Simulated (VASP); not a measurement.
Here is a VASP 6.6.1 calculation.

INCAR

```
SYSTEM = InTe4
  PREC = Accurate
  ENCUT = 520
  EDIFF = 1E-7
  ISMEAR = 0
  SIGMA = 0.1
  LREAL = .FALSE.
  LASPH = .TRUE.
  NELM = 100
  ALGO = Normal
  ISIF = 2
  LWAVE = .FALSE.
  LCHARG = .FALSE.
  GGA = PE
  NBANDS = 26
```

KPOINTS

```
Automatic mesh
0
G
  4 4 4
  0 0 0
```

The input POSCAR:

```
InTe4
1.0
   -3.3913338900      3.3913338900      3.3913338900
    3.3913338900     -3.3913338900      3.3913338900
    3.3913338900      3.3913338900     -3.3913338900
In Te
1 4
Direct
    0.0000000000      0.0000000000      0.0000000000
    0.5000000000      0.5000000000      0.5000000000
    0.5000000000      0.0000000000      0.0000000000
    0.0000000000      0.0000000000      0.5000000000
    0.0000000000      0.5000000000      0.0000000000
```

Potentials or basis: VASP PAW PBE potentials, release 64 (In_d, Te).

The run is started by

```sh
$ cat potpaw_PBE.64/In_d/POTCAR potpaw_PBE.64/Te/POTCAR > POTCAR
$ mpirun -np 1 vasp_std > vasp.out
```

(1) Predict the pressure.

(2) Estimate the band gap on the k mesh.

Answers

(1) 5.6 GPa.

(2) zero (an odd number of electrons rules out a gap without spin polarisation).

Caveat: the cell stands under pressure; spin-orbit coupling is left out, which moves the levels of the heavy elements.
